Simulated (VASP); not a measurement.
# C: single point with PBE

The system is C.

```
C
1.0
     0.00000    1.82938    1.66108
     1.82938    0.00000    1.66108
     1.82938    1.82938    0.00000
C
2
Cartesian
  1.8294 1.8294 1.6611
  2.7441 2.7441 2.4916
```

This cell differs from its parent crystal: volume 5.559 Å^3 an atom, c/a of the conventional cell 0.9080.

- Program: VASP 6.6.1
- Task: single point
- Functional: PBE
- Potentials or basis: VASP PAW PBE potentials, release 64 (C)
- Cutoff: 520 eV
- k mesh: 12 × 12 × 12
- Occupations: gaussian, width 0.05 eV
- Spin: no spin polarisation

- Pressure: 11.8 GPa
- Band gap on the k mesh: 1.82 eV, indirect (least direct gap 4.05 eV)

Stress tensor (GPa, compression positive):
```
-15.65   0.00   0.00
  0.00 -15.65   0.00
  0.00   0.00  66.70
```

Levels at points of the mesh, in eV from the valence-band top:
| k point | band 2 | band 3 | band 4 | band 5 | band 6 | band 7 |
| --- | --- | --- | --- | --- | --- | --- |
| (0.00, 0.00, 0.00) | -1.33 | -1.33 | 0.00 | 4.05 | 5.26 | 5.26 |
| (0.50, 0.00, 0.00) | -14.45 | -4.53 | -2.93 | 6.39 | 7.21 | 9.84 |
| (0.50, 0.50, 0.00) | -12.73 | -8.21 | -8.21 | 2.44 | 2.44 | 16.48 |
| (0.50, 0.00, 0.50) | -14.27 | -6.74 | -6.74 | 4.76 | 4.76 | 15.60 |

It took 11 s on 1 thread of Intel(R) Xeon(R) Platinum 8488C (Sapphire Rapids), on a shared host, peak memory 0.12 GiB.

 A k mesh can miss the band edges.
